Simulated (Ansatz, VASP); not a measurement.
Bi in VASP and in Ansatz

```
Bi
1.0
    -2.05610    2.05610    2.05610
     2.05610   -2.05610    2.05610
     2.05610    2.05610   -2.05610
Bi
1
Cartesian
  0.0000 0.0000 0.0000
```

Alike in both runs: task single point; functional PBE; k mesh 16 × 16 × 16; occupations gaussian, width 0.1 eV; no spin polarisation.

```csv
,VASP,Ansatz
version,VASP 6.6.1,Ansatz 0.2.0
potentials or method,"VASP PAW PBE potentials, release 64 (Bi_d), cutoff 520 eV","scalar-relativistic, plane waves, PAW"
valence electrons in the cell,15,15
```

|  | VASP | Ansatz | Ansatz less VASP |
| --- | --- | --- | --- |
| gap on the k mesh at the Fermi level (eV) | none | none | - |
| pressure (GPa) | -4.0 | -3.9 | +0.07 |

A gap of «none» marks a metal or a gap that the smearing closes.

Neither program's run includes spin-orbit coupling.
